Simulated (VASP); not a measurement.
# Ta8Tl7S24 (a cell with a defect) in VASP: a series of runs

The runs below take Ta8Tl7S24 (a cell with a defect) through single point, with PBEsol.

Program: VASP 6.6.1. These are calculated values, not measurements. Logs are shortened: lines on timing, memory, paths and dates and some standing lists are left out, and cuts for length are marked.

## (1) The cell of the first run

The cell holds a defect, 39 atoms: a = 9.551 Å, b = 7.182 Å, c = 14.731 Å, α = 90.00°, β = 90.00°, γ = 90.00°.

## (2) Single point, PBEsol

INCAR reads:

```
ALGO = Normal
EDIFF = 1E-6
ENCUT = 520
GGA = PS
ISIF = 2
ISMEAR = -1
LASPH = T
LCHARG = T
LELF = T
LREAL = Auto
LVHAR = T
LWAVE = F
NBANDS = 186
NELECT = 324.0
NELM = 80
PREC = Accurate
SIGMA = 0.05
```

KPOINTS reads:

```
k-points
0
Gamma
  1 2 1
```

POSCAR reads:

```
Ta8Tl7S24
1.0
    9.5508190000      0.0000000000      0.0000000000
    0.0000000000      7.1818780000      0.0000000000
    0.0000000000      0.0000000000     14.7307000000
Ta Tl S
8 7 24
Direct
    0.5664016876      0.1706795910      0.9036841426
    0.2632130292      0.3365971964      0.0474044003
    0.1579026888      0.1353127970      0.5468307684
    0.7975965203      0.3742892876      0.4326542527
    0.6108690783      0.6635172583      0.9262899930
    0.2956605083      0.8478423053      0.0505882273
    0.1408046786      0.6371314021      0.5322693423
    0.8595702630      0.8909786549      0.4155335456
    0.4895705803      0.3919169888      0.6588756814
   -0.0540058397      0.3196239201      0.8300284440
    0.9151571190      0.1389051722      0.1821366262
    0.4819900785      0.8245754105      0.6613467113
    0.5068047044      0.6369643149      0.3033528617
   -0.0255161364      0.8691876971      0.8274963172
    0.9284125267      0.6013329661      0.1095738831
    0.4467889089      0.1254685752      0.0668535779
    0.3961126266      0.3876144930      0.8903514429
    0.0001779952      0.1482899041      0.3823647213
    0.9491332628      0.4324913344      0.5835500010
    0.6690211593      0.0725158517      0.7783608382
    0.2046107250      0.4211850995      0.1964468763
    0.2705631842      0.1053206418      0.6805311357
    0.7236133362      0.3459819284      0.2949486447
    0.6850721388      0.1523278452      0.5196969594
    0.2936502095      0.3991295870      0.4912665386
    0.1249840459      0.0975510862      0.0011608410
    0.7401878310      0.3948549391      0.9846443143
    0.4813304493      0.6161480326      0.0732008662
    0.4197755187      0.8896141093      0.8851717841
   -0.0015391350      0.5928950617      0.3845845751
    0.9674772394      0.9160278133      0.5770329991
    0.7319895812      0.6668311547      0.7877629712
    0.1822880321      0.8367727773      0.1833857183
    0.2081496885      0.6277327462      0.6766616658
    0.7587621543      0.8692016211      0.2683103994
    0.6902339998      0.6299327279      0.4879876720
    0.2786357903      0.9047911981      0.4682465871
    0.1588973679      0.6157860103     -0.0338680443
    0.7262832643      0.9166822383      1.0019754662
```

Potentials or basis: VASP PAW PBE potentials, release 64 (Ta_pv, Tl_d, S).

Started as:

```console
cat potpaw_PBE.64/Ta_pv/POTCAR potpaw_PBE.64/Tl_d/POTCAR potpaw_PBE.64/S/POTCAR > POTCAR
mpirun -np 1 vasp_std > vasp.out
```

OUTCAR:

```text
EDIFF = 1E-6
   ENCUT = 520
   GGA = PS
   ISIF = 2
   ISMEAR = -1
   LASPH = T
   LREAL = Auto
   NELECT = 324.0
   NELM = 80
   PREC = Accurate

 ion  position               nearest neighbor table
   1  0.566  0.171  0.904-  20 2.21  17 2.26  29 2.47  27 2.60  16 2.68  39 2.78   5 3.58
   2  0.263  0.337  0.047-  26 2.27  16 2.34  21 2.35  38 2.54  17 2.66  28 2.92   6 3.52  15 3.83

   3  0.158  0.135  0.547-  22 2.25  37 2.33  25 2.44  31 2.45  18 2.85  19 2.97   7 3.59
   4  0.798  0.374  0.433-  23 2.16  36 2.26  24 2.31  30 2.58  18 2.63  19 2.69   8 3.53  13 3.86

   5  0.611  0.664  0.926-  32 2.35  39 2.40  27 2.45  28 2.52  29 2.52  17 2.90   1 3.58
   6  0.296  0.848  0.051-  33 2.24  28 2.45  38 2.46  16 2.47  26 2.53  29 2.73   2 3.52
   7  0.141  0.637  0.532-  34 2.22  25 2.33  19 2.47  37 2.51  30 2.58  31 2.68   3 3.59
   8  0.860  0.891  0.416-  18 2.34  35 2.38  30 2.56  31 2.60  36 2.70  24 2.94   4 3.53
   9  0.490  0.392  0.659-  22 2.95  25 3.10  12 3.11  34 3.19  24 3.26  20 3.36  12 4.08
  10  0.946  0.320  0.830-  27 3.06  14 3.25  20 3.28  32 3.28  26 3.44  14 3.96
  11  0.915  0.139  0.182-  35 2.76  23 2.88  18 3.06  26 3.35  33 3.35  21 3.43  15 3.49  15 4.01

  12  0.482  0.825  0.661-  22 2.87  34 2.98  20 3.05   9 3.11  32 3.23  29 3.38   9 4.08
  13  0.507  0.637  0.303-  23 2.94  35 2.97  36 3.24  28 3.40   4 3.86
  14  0.974  0.869  0.827-  32 2.80  10 3.25  38 3.25  20 3.34  26 3.36  10 3.96
  15  0.928  0.601  0.110-  27 2.97  38 3.05  33 3.15  21 3.20  39 3.37  35 3.43  11 3.49   2 3.83
                            11 4.01
  16  0.447  0.125  0.067-   2 2.34   6 2.47   1 2.68
  17  0.396  0.388  0.890-   1 2.26   2 2.66   5 2.90
  18  0.000  0.148  0.382-   8 2.34   4 2.63   3 2.85  11 3.06
  19  0.949  0.432  0.584-   7 2.47   4 2.69   3 2.97
  20  0.669  0.073  0.778-   1 2.21  12 3.05  10 3.28  14 3.34   9 3.36
  21  0.205  0.421  0.196-   2 2.35  15 3.20  11 3.43
  22  0.271  0.105  0.681-   3 2.25  12 2.87   9 2.95
  23  0.724  0.346  0.295-   4 2.16  11 2.88  13 2.94
  24  0.685  0.152  0.520-   4 2.31   8 2.94   9 3.26
  25  0.294  0.399  0.491-   7 2.33   3 2.44   9 3.10
  26  0.125  0.098  0.001-   2 2.27   6 2.53  11 3.35  14 3.36  10 3.44
  27  0.740  0.395  0.985-   5 2.45   1 2.60  15 2.97  10 3.06
  28  0.481  0.616  0.073-   6 2.45   5 2.52   2 2.92  13 3.40
  29  0.420  0.890  0.885-   1 2.47   5 2.52   6 2.73  12 3.38
  30  0.998  0.593  0.385-   8 2.56   4 2.58   7 2.58
  31  0.967  0.916  0.577-   3 2.45   8 2.60   7 2.68
  32  0.732  0.667  0.788-   5 2.35  14 2.80  12 3.23  10 3.28
  33  0.182  0.837  0.183-   6 2.24  15 3.15  11 3.35
  34  0.208  0.628  0.677-   7 2.22  12 2.98   9 3.19
  35  0.759  0.869  0.268-   8 2.38  11 2.76  13 2.97  15 3.43
  36  0.690  0.630  0.488-   4 2.26   8 2.70  13 3.24
  37  0.279  0.905  0.468-   3 2.33   7 2.51
  38  0.159  0.616  0.966-   6 2.46   2 2.54  15 3.05  14 3.25
  39  0.726  0.917  0.002-   5 2.40   1 2.78  15 3.37

  LATTYP: Found a simple orthorhombic cell.
 ALAT       =     7.1818780000
 B/A-ratio  =     1.3298497969
 C/A-ratio  =     2.0510930428

  Lattice vectors:

 A1 = (   0.0000000000,  -7.1818780000,   0.0000000000)
 A2 = (   9.5508190000,   0.0000000000,   0.0000000000)
 A3 = (   0.0000000000,   0.0000000000,  14.7307000000)

Analysis of symmetry for initial positions (statically):
=====================================================================
 Subroutine PRICEL returns:
 Original cell was already a primitive cell.

 Routine SETGRP: Setting up the symmetry group for a
 simple orthorhombic supercell.

 Subroutine GETGRP returns: Found  1 space group operations
 (whereof  1 operations were pure point group operations)
 out of a pool of  8 trial point group operations.

The static configuration has the point symmetry C_1 .

Analysis of symmetry for dynamics (positions and initial velocities):
=====================================================================
 Subroutine PRICEL returns:
 Original cell was already a primitive cell.

 Routine SETGRP: Setting up the symmetry group for a
 simple orthorhombic supercell.

 Subroutine GETGRP returns: Found  1 space group operations
 (whereof  1 operations were pure point group operations)
 out of a pool of  8 trial point group operations.

The dynamic configuration has the point symmetry C_1 .

 Subroutine INISYM returns: Found  1 space group operations
 (whereof  1 operations are pure point group operations),
 and found     1 'primitive' translations

----------------------------------------------------------------------------------------

                                     Primitive cell

  volume of cell :    1010.4202

  direct lattice vectors                    reciprocal lattice vectors
[... 103 lines left out ...]
     0.000000000  0.000000000  0.067885437     0.000000000  0.000000000  1.000000000

  Length of vectors
     0.104703063  0.069619673  0.067885437

  Shift w.r.t. Gamma in fractional coordinates (k-lattice)
     0.000000000  0.000000000  0.000000000

 Subroutine IBZKPT returns following result:
 ===========================================

 Found      2 irreducible k-points:

 Following reciprocal coordinates:
            Coordinates               Weight
  0.000000  0.000000  0.000000      1.000000
  0.000000  0.500000  0.000000      1.000000
   k-points           NKPTS =      2   k-points in BZ     NKDIM =      2   number of bands    NBANDS=    186
   number of dos      NEDOS =    301   number of ions     NIONS =     39
   total plane-waves  NPLWV = 435456
   dimension x,y,z NGX =    72 NGY =   54 NGZ =  112
   dimension x,y,z NGXF=   144 NGYF=  108 NGZF=  224
   ions per type =               8   7  24
   NGX,Y,Z   is equivalent  to a cutoff of  12.53, 12.50, 12.64 a.u.
   NGXF,Y,Z  is equivalent  to a cutoff of  25.07, 25.00, 25.28 a.u.
 SYSTEM =  unknown system
   PREC   = accura    normal or accurate (medium, high low for compatibility)
   ISTART =      0    job   : 0-new  1-cont  2-samecut
   ICHARG =      2    charge: 1-file 2-atom 10-const
   ISPIN  =      1    spin polarized calculation?
   LNONCOLLINEAR =      F non collinear calculations
   LSORBIT =      F    spin-orbit coupling
   LASPH  =      T    aspherical Exc in radial PAW
   ENCUT  =  520.0 eV  38.22 Ry    6.18 a.u.  17.76 13.35 27.39*2*pi/ulx,y,z
   NELM   =     80;   NELMIN=  2; NELMDL= -5     # of ELM steps
   EDIFF  = 0.1E-05   stopping-criterion for ELM
   LREAL  =      T    real-space projection
   EDIFFG = 0.1E-04   stopping-criterion for IOM
   NSW    =      0    number of steps for IOM
   IBRION =     -1    ionic relax: 0-MD 1-quasi-New 2-CG
   NFREE  =      0    steps in history (QN), initial steepest desc. (CG)
   ISIF   =      2    stress and relaxation
   ISYM   =      2    0-nonsym 1-usesym 2-fastsym
   POTIM  = 0.5000    time-step for ionic-motion
   TEBEG  =    0.0;   TEEND  =   0.0 temperature during run
   PSTRESS=    0.0 pullay stress
   NELECT =     324.0000    total number of electrons
   NUPDOWN=      -1.0000    fix difference up-down
   EMIN   =  10.00;   EMAX   =-10.00  energy-range for DOS
   EFERMI =   0.00;   METHOD = LEGACY
   ISMEAR =    -1;   SIGMA  =   0.05  broadening in eV -4-tet -1-fermi 0-gaus
   EFERMI_NEDOS =   21; number of points for ismear=-14 and -15
   IALGO  =     38    algorithm
   IMIX   =      4    mixing-type and parameters
     AMIX     =   0.40;   BMIX     =  1.00
     AMIX_MAG =   1.60;   BMIX_MAG =  1.00
  volume/ion in A,a.u.               =      25.91       174.84
  Fermi-wavevector in a.u.,A,eV,Ry     =   1.120527  2.117490 17.083227  1.255582
  Thomas-Fermi vector in A             =   2.257175
   LORBIT       =      0    0 simple, 1 ext, 2 COOP (PROOUT), +10 PAW based schemes
   GGA     = PS    functional components
   LHFCALC =     F    Hartree Fock is set to
   AEXX    =    0.0000 exact exchange contribution
   IVDW    =     0    specifies the selected vdW correction
   LEPSILON=     F    determine dielectric tensor
   LRPA    =     F    only Hartree local field effects (RPA)
 non-spin polarized calculation
  energy-cutoff  :      520.00
  volume of cell :     1010.42
 maximum number of plane-waves:     27243
 NGX is ok and might be reduce to    70
   NGX = 35   NGY = 27   NGZ = 55

 number of electron     324.0000007 magnetization

 Free energy of the ion-electron system (eV)
  ---------------------------------------------------
  ext. energy  EPLUGINS =         0.00000000
  ---------------------------------------------------
  free energy    TOTEN  =      -245.55833752 eV

  energy without entropy =     -245.55525266  energy(sigma->0) =     -245.55679509

 E-fermi :   3.2653     XC(G=0):  -9.2822

 val. band max:        2.9932466187   @ k =   0.0000   0.0000   0.0000
 cond. band min:       3.5361844649   @ k =   0.0000   0.0000   0.0000
 fundamental gap:      0.5429378462
 Fermi energy:         3.2653054552

 k-point     1 :       0.0000    0.0000    0.0000
  band No.  band energies     occupation
      1     -32.4201      2.00000
      2     -32.3938      2.00000
      3     -32.3626      2.00000
      4     -32.3418      2.00000
      5     -32.2779      2.00000
      6     -32.2726      2.00000
[... 166 lines left out ...]
    173       4.7310      0.00000
    174       4.8404      0.00000

 k-point     2 :       0.0000    0.5000    0.0000
  band No.  band energies     occupation
      1     -32.4201      2.00000
      2     -32.3939      2.00000
      3     -32.3565      2.00000
      4     -32.3404      2.00000
      5     -32.2778      2.00000
      6     -32.2725      2.00000
[... 166 lines left out ...]
    173       4.7824      0.00000
    174       4.8748      0.00000
 [bands above 174 left out]

------------------------ aborting loop because EDIFF is reached ----------------------------------------

  FORCE on cell =-STRESS in cart. coord.  units (eV):
  Direction    XX          YY          ZZ          XY          YZ          ZX
  --------------------------------------------------------------------------------------
  -------------------------------------------------------------------------------------
  Total       -2.1131000     -6.6541722     -2.9145224     -2.0178212     -5.5981919      2.5532000
  in kB       -3.3506465    -10.5512180     -4.6214255     -3.1995673     -8.8767981      4.0484929
  external PRESSURE =      -6.1744300 kB  Pullay stress =       0.0000000 kB

 VOLUME and BASIS-vectors are now :
 -----------------------------------------------------------------------------
  energy-cutoff  :      520.00
  volume of cell :     1010.42
      direct lattice vectors                 reciprocal lattice vectors
     9.550819000  0.000000000  0.000000000     0.104703063  0.000000000  0.000000000
     0.000000000  7.181878000  0.000000000     0.000000000  0.139239347  0.000000000
     0.000000000  0.000000000 14.730700000     0.000000000  0.000000000  0.067885437

 POSITION                                       TOTAL-FORCE (eV/Angst)
 -----------------------------------------------------------------------------------
      5.40960      1.22580     13.31190         1.117033     -1.129910      2.002818
      2.51390      2.41740      0.69830         0.152171      1.777391      1.507306
      1.50810      0.97180      8.05520        -0.629104     -0.298607     -0.189980
      7.61770      2.68810      6.37330         1.459083     -0.429232      2.014073
      5.83430      4.76530     13.64490         0.703423      1.651016      0.154285
      2.82380      6.08910      0.74520         0.018385     -0.905115      0.369956
[... 31 lines left out ...]
      1.51760      4.42250     14.23180        -0.304174      0.071598      0.411871
      6.93660      6.58350      0.02910        -0.291466     -1.051705     -1.099331
 -----------------------------------------------------------------------------------
    total drift:                                0.006042      0.009278     -0.005099

  FREE ENERGIE OF THE ION-ELECTRON SYSTEM (eV)
  ---------------------------------------------------
  free  energy   TOTEN  =      -245.5583375179 eV

  energy  without entropy=     -245.5552526571  energy(sigma->0) =     -245.55679509
```

Run time: 20 min. Hardware: 1 thread of AMD EPYC 7R13, shared host; peak memory 0.94 GiB.

Results:

```
Free energy   : -245.5583 eV
Largest force : 2.628 eV/Å
```

Forces on the atoms (eV/Å):
```
Ta   1.117 -1.130  2.003
Ta   0.152  1.777  1.507
Ta  -0.629 -0.299 -0.190
Ta   1.459 -0.429  2.014
Ta   0.703  1.651  0.154
Ta   0.018 -0.905  0.370
Ta  -1.013  0.055  0.270
Ta  -0.723 -1.281 -0.636
Tl  -0.004 -0.451 -0.188
Tl  -0.304  0.459 -0.139
Tl   0.421  0.050 -0.185
Tl   0.033  0.391 -0.261
Tl  -0.037 -0.008  0.089
Tl   0.162 -0.181 -0.046
Tl   0.275  0.347  0.398
S    1.036 -0.168  0.556
S    0.114  0.740 -0.904
S    0.255 -0.189  0.422
S    0.972 -1.019 -0.408
S    0.602  1.359 -0.853
S    0.131 -1.149 -1.870
S   -0.561  0.433  0.130
S   -1.139  0.088 -2.366
S    0.378 -0.978 -0.742
S    0.456 -0.377 -0.744
S   -0.920  0.167 -0.599
S   -0.755 -0.838 -0.800
S   -1.159  0.391  0.352
S   -0.054 -0.720  0.117
S   -0.189  1.892  0.395
S    0.121 -0.070 -0.161
S   -0.623 -0.892  0.441
S    0.449  0.292 -0.375
S    0.191  0.304  1.194
S    0.243 -0.147  1.592
S   -0.724  2.056  0.089
S    0.139 -0.241  0.062
S   -0.304  0.072  0.412
S   -0.291 -1.052 -1.099
```

Caveat: the k points lie up to 0.66 Å⁻¹ apart; the cell carries a net charge on a neutralising background, which shifts energy and pressure; the cell is charged against a uniform background, so pressure and absolute levels hang on convention; the atoms stand as in a frame of molecular dynamics; the PAW data sets were made with another functional, which shifts forces and pressure a little; spin-orbit coupling is left out, which moves the levels of the heavy elements.

[end of part 1 of 2]
